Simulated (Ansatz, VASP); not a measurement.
V: VASP beside Ansatz

```
CELL_PARAMETERS angstrom
3.45632 0.00000 0.00000
0.00000 3.45632 0.00000
0.00000 0.00000 6.39051
ATOMIC_POSITIONS crystal
V 0.50000 0.00000 0.30218
V 0.00000 0.50000 0.69782
V 0.00000 0.50000 0.30218
V 0.50000 0.00000 0.69782
V 0.00000 0.00000 0.00000
```

Alike in both runs: functional PBE; k mesh 12 × 12 × 6; occupations gaussian, width 0.1 eV; no spin polarisation.

Ansatz relaxed the structure, and its values are those at the end. VASP's run is a single point on that final structure, the one shown.

|  | VASP | Ansatz |
| --- | --- | --- |
| version | VASP 6.6.1 | Ansatz 0.2.0 |
| potentials or method | VASP PAW PBE potentials, release 64 (V_sv), cutoff 520 eV | scalar-relativistic, plane waves, PAW |
| valence electrons in the cell | 65 | 65 |

```tsv
	VASP	Ansatz	Ansatz less VASP
gap on the k mesh at the Fermi level (eV)	none	none	-
pressure (GPa)	0.2	0.0	-0.24
```

A gap of «none» marks a metal or a gap that the smearing closes.
